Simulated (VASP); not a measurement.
Set up this calculation in VASP 6.6.1, as the native input.

```yaml
Task: single point
Functional: PBE
Dispersion: D3(BJ)
Potentials_or_basis: VASP PAW PBE potentials, release 64 (Rb_sv, Br)
Cutoff: 500 eV
k_mesh: 4 × 4 × 4
Occupations: gaussian, width 0.1 eV
Spin: no spin polarisation
Dipole_correction: no
Further_INCAR_settings: ALGO = Normal; EDIFF = 1e-06; NBANDS = 15
```

The structure of RbBr lies in POSCAR:

```
RbBr
1.0
    0.0000000000      3.4559502600      3.4559502600
    3.4559502600      0.0000000000      3.4559502600
    3.4559502600      3.4559502600      0.0000000000
Rb Br
1 1
Direct
    0.0000000000      0.0000000000      0.0000000000
    0.5000000000      0.5000000000      0.5000000000
```

These files were run (other wordings do the same):

INCAR

```
SYSTEM = RbBr
PREC = Accurate
ENCUT = 500
EDIFF = 1E-6
ISMEAR = 0
SIGMA = 0.1
LREAL = .False.
LASPH = .True.
NELM = 120
ALGO = Normal
ISIF = 2
LWAVE = .False.
LCHARG = .False.
GGA = PE
IVDW = 12
NBANDS = 15
GGA_COMPAT = .False.
```

KPOINTS

```
regular mesh
0
Gamma
  4 4 4
  0 0 0
```

Potentials or basis: VASP PAW PBE potentials, release 64 (Rb_sv, Br).

Launch:

```bash
$ cat potpaw_PBE.64/Rb_sv/POTCAR potpaw_PBE.64/Br/POTCAR > POTCAR
$ mpirun -np 1 vasp_std > vasp.out
```

It gave:

```yaml
Pressure: -0.1 GPa
Band_gap_on_the_k_mesh: 4.30 eV, direct
Dispersion_energy_per_atom: -0.190 eV
```

Wall time 16 s on 1 thread of Intel Xeon 8259CL, with other jobs on the host, peak memory 0.21 GiB.
